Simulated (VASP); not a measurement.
# NaCl (Fm-3m) in VASP: a series of runs

The runs below take NaCl through single point, with PBE, PBE-based screened hybrid.

Program: VASP 6.6.1. These are calculated values, not measurements. Logs are shortened: lines on timing, memory, paths and dates and some standing lists are left out, and cuts for length are marked.

### 1 The cell of the first run

It takes space group Fm-3m (No. 225, cubic). Conventional cell: a = 5.625 Å, b = 5.625 Å, c = 5.625 Å, α = 90.00°, β = 90.00°, γ = 90.00°. Cl (site symmetry m-3m) has 6 Na at 2.81 Å within 3.7 Å. Na (site symmetry m-3m) has 6 Cl at 2.81 Å within 3.7 Å.

### 2 Single point, PBE (volume scaled by 1.02)

File INCAR:

```
ALGO = Normal ; EDIFF = 1E-7
ENCUT = 520 ; GGA = PE
ISIF = 2 ; ISMEAR = -1
LASPH = T ; LCHARG = F
LREAL = F ; LWAVE = F
NBANDS = 14 ; NELM = 100
PREC = Accurate ; SIGMA = 0.05
```

File KPOINTS:

```
k-points
0
Gamma
  8 8 8
```

File POSCAR:

```
NaCl
1.0
    0.0000000000      2.8125674869      2.8125674869
    2.8125674869      0.0000000000      2.8125674869
    2.8125674869      2.8125674869      0.0000000000
Cl Na
1 1
Direct
    0.5000000000      0.5000000000      0.5000000000
    0.0000000000      0.0000000000      0.0000000000
```

Potentials or basis: VASP PAW PBE potentials, release 64 (Cl, Na_pv).

Started as:

```
$ cat potpaw_PBE.64/Cl/POTCAR potpaw_PBE.64/Na_pv/POTCAR > POTCAR
$ mpirun -np 1 vasp_std > vasp.out
```

OUTCAR:

```text
EDIFF = 1E-7
   ENCUT = 520
   GGA = PE
   ISIF = 2
   ISMEAR = -1
   LASPH = T
   LREAL = F
   NELM = 100
   PREC = Accurate

 ion  position               nearest neighbor table
   1  0.500  0.500  0.500-
   2  0.000  0.000  0.000-

  LATTYP: Found a face centered cubic cell.
 ALAT       =     5.6251349738

  Lattice vectors:

 A1 = (   0.0000000000,   2.8125674869,   2.8125674869)
 A2 = (   2.8125674869,   0.0000000000,   2.8125674869)
 A3 = (   2.8125674869,   2.8125674869,   0.0000000000)

Analysis of symmetry for initial positions (statically):
=====================================================================
 Subroutine PRICEL returns:
 Original cell was already a primitive cell.

 Routine SETGRP: Setting up the symmetry group for a
 face centered cubic supercell.

 Subroutine GETGRP returns: Found 48 space group operations
 (whereof 48 operations were pure point group operations)
 out of a pool of 48 trial point group operations.

The static configuration has the point symmetry O_h .

Analysis of symmetry for dynamics (positions and initial velocities):
=====================================================================
 Subroutine PRICEL returns:
 Original cell was already a primitive cell.

 Routine SETGRP: Setting up the symmetry group for a
 face centered cubic supercell.

 Subroutine GETGRP returns: Found 48 space group operations
 (whereof 48 operations were pure point group operations)
 out of a pool of 48 trial point group operations.

The dynamic configuration has the point symmetry O_h .

 Subroutine INISYM returns: Found 48 space group operations
 (whereof 48 operations are pure point group operations),
 and found     1 'primitive' translations

----------------------------------------------------------------------------------------

                                     Primitive cell

  volume of cell :      44.4978

  direct lattice vectors                    reciprocal lattice vectors
     0.000000000  2.812567487  2.812567487    -0.177773512  0.177773512  0.177773512
     2.812567487  0.000000000  2.812567487     0.177773512 -0.177773512  0.177773512
[... 88 lines left out ...]
   NSW    =      0    number of steps for IOM
   IBRION =     -1    ionic relax: 0-MD 1-quasi-New 2-CG
   NFREE  =      0    steps in history (QN), initial steepest desc. (CG)
   ISIF   =      2    stress and relaxation
   ISYM   =      2    0-nonsym 1-usesym 2-fastsym
   POTIM  = 0.5000    time-step for ionic-motion
   TEBEG  =    0.0;   TEEND  =   0.0 temperature during run
   PSTRESS=    0.0 pullay stress
   NELECT =      14.0000    total number of electrons
   NUPDOWN=      -1.0000    fix difference up-down
   EMIN   =  10.00;   EMAX   =-10.00  energy-range for DOS
   EFERMI =   0.00;   METHOD = LEGACY
   ISMEAR =    -1;   SIGMA  =   0.05  broadening in eV -4-tet -1-fermi 0-gaus
   EFERMI_NEDOS =   21; number of points for ismear=-14 and -15
   IALGO  =     38    algorithm
   IMIX   =      4    mixing-type and parameters
     AMIX     =   0.40;   BMIX     =  1.00
     AMIX_MAG =   1.60;   BMIX_MAG =  1.00
  volume/ion in A,a.u.               =      22.25       150.14
  Fermi-wavevector in a.u.,A,eV,Ry     =   1.113451  2.104118 16.868146  1.239774
  Thomas-Fermi vector in A             =   2.250036
   LORBIT       =      0    0 simple, 1 ext, 2 COOP (PROOUT), +10 PAW based schemes
   GGA     = PE    functional components
   LHFCALC =     F    Hartree Fock is set to
   AEXX    =    0.0000 exact exchange contribution
   IVDW    =     0    specifies the selected vdW correction
   LEPSILON=     F    determine dielectric tensor
   LRPA    =     F    only Hartree local field effects (RPA)
 non-spin polarized calculation
  energy-cutoff  :      520.00
  volume of cell :       44.50
 maximum number of plane-waves:      1243
 NGX is ok and might be reduce to    30
   NGX = 15   NGY = 15   NGZ = 15

 number of electron      13.9999999 magnetization

 Free energy of the ion-electron system (eV)
  ---------------------------------------------------
  ext. energy  EPLUGINS =         0.00000000
  ---------------------------------------------------
  free energy    TOTEN  =        -6.77275069 eV

  energy without entropy =       -6.77275069  energy(sigma->0) =       -6.77275069

 E-fermi :   0.4447     XC(G=0):  -8.1999

 val. band max:       -0.6858317944   @ k =   0.0000   0.0000   0.0000
 cond. band min:       4.4524490034   @ k =   0.0000   0.0000   0.0000
 fundamental gap:      5.1382807978
 Fermi energy:         0.4447385128

 k-point     1 :       0.0000    0.0000    0.0000
  band No.  band energies     occupation
      1     -21.4886      2.00000
      2     -21.4885      2.00000
      3     -21.4885      2.00000
      4     -13.3624      2.00000
      5      -0.6858      2.00000
      6      -0.6858      2.00000
      7      -0.6858      2.00000
      8       4.4524      0.00000
      9      10.4430      0.00000
     10      10.4430      0.00000
     11      10.4430      0.00000
     12      12.6139      0.00000
     13      12.6139      0.00000
     14      14.2346      0.00000
[... 377 lines left out ...]
      1     -21.5128      2.00000
      2     -21.4969      2.00000
      3     -21.4930      2.00000
      4     -12.9850      2.00000
      5      -2.3559      2.00000
      6      -1.4574      2.00000
      7      -1.1028      2.00000
      8       7.6655      0.00000
      9       8.8909      0.00000
     10       9.6090      0.00000
     11      11.0765      0.00000
     12      13.7065      0.00000
     13      14.9786      0.00000
     14      15.9995      0.00000

 [... further k-points ...]

------------------------ aborting loop because EDIFF is reached ----------------------------------------

  FORCE on cell =-STRESS in cart. coord.  units (eV):
  Direction    XX          YY          ZZ          XY          YZ          ZX
  --------------------------------------------------------------------------------------
  -------------------------------------------------------------------------------------
  Total        0.2600317      0.2600317      0.2600317      0.0000000     -0.0000000     -0.0000000
  in kB        9.3626322      9.3626322      9.3626322      0.0000000     -0.0000000     -0.0000000
  external PRESSURE =       9.3626322 kB  Pullay stress =       0.0000000 kB

 VOLUME and BASIS-vectors are now :
 -----------------------------------------------------------------------------
  energy-cutoff  :      520.00
  volume of cell :       44.50
      direct lattice vectors                 reciprocal lattice vectors
     0.000000000  2.812567487  2.812567487    -0.177773512  0.177773512  0.177773512
     2.812567487  0.000000000  2.812567487     0.177773512 -0.177773512  0.177773512
     2.812567487  2.812567487  0.000000000     0.177773512  0.177773512 -0.177773512

 POSITION                                       TOTAL-FORCE (eV/Angst)
 -----------------------------------------------------------------------------------
      2.81257      2.81257      2.81257        -0.000000     -0.000000     -0.000000
      0.00000      0.00000      0.00000         0.000000      0.000000      0.000000
 -----------------------------------------------------------------------------------
    total drift:                               -0.000000      0.000000      0.000000

  FREE ENERGIE OF THE ION-ELECTRON SYSTEM (eV)
  ---------------------------------------------------
  free  energy   TOTEN  =        -6.7727506927 eV

  energy  without entropy=       -6.7727506927  energy(sigma->0) =       -6.77275069
```

Run time: 18 s. Hardware: 1 thread of Intel Xeon Platinum 8259CL at 2.50GHz (Skylake/Cascade Lake), shared host; peak memory 0.16 GiB.

What came out:

```yaml
Free_energy: -6.7728 eV
Pressure: 0.9 GPa
Band_gap_on_the_k_mesh: 5.14 eV, direct
```

### 3 Single point, PBE (volume scaled by 1.04)

File INCAR:

```
PREC = Accurate ; ENCUT = 520
EDIFF = 1E-7 ; ISMEAR = -1
SIGMA = 0.05 ; LREAL = False
LASPH = True ; NELM = 100
ALGO = Normal ; ISIF = 2
LWAVE = False ; LCHARG = True
GGA = PE ; LELF = True
LVHAR = True ; NBANDS = 14
```

File KPOINTS:

```
regular mesh
0
Gamma
  8 8 8
```

File POSCAR:

```
NaCl
1.0
    0.0000000000      2.8308314239      2.8308314239
    2.8308314239      0.0000000000      2.8308314239
    2.8308314239      2.8308314239      0.0000000000
Cl Na
1 1
Direct
    0.5000000000      0.5000000000      0.5000000000
    0.0000000000      0.0000000000      0.0000000000
```

Potentials or basis: VASP PAW PBE potentials, release 64 (Cl, Na_pv).

Started as:

```
$ cat potpaw_PBE.64/Cl/POTCAR potpaw_PBE.64/Na_pv/POTCAR > POTCAR
$ mpirun -np 1 vasp_std > vasp.out
```

Run time: 19 s. Hardware: 1 thread of Intel Xeon Platinum 8259CL at 2.50GHz (Skylake/Cascade Lake), shared host; peak memory 0.16 GiB.

Results (log left out):

```
Free energy            : -6.7767 eV
Pressure               : 0.4 GPa
Band gap on the k mesh : 5.06 eV, direct
```

Levels at points of the mesh, in eV from the valence-band top:
```csv
k point,band 5,band 6,band 7,band 8,band 9,band 10
"(0.00, 0.00, 0.00)",0.00,0.00,0.00,5.06,11.11,11.11
"(0.50, 0.00, 0.00)",-1.89,-0.26,-0.26,7.25,10.53,10.94
"(0.50, 0.50, 0.00)",-1.63,-0.58,-0.58,7.50,8.09,11.24
```

 A k mesh can miss the band edges.

(Part 1 of 2 ends here.)
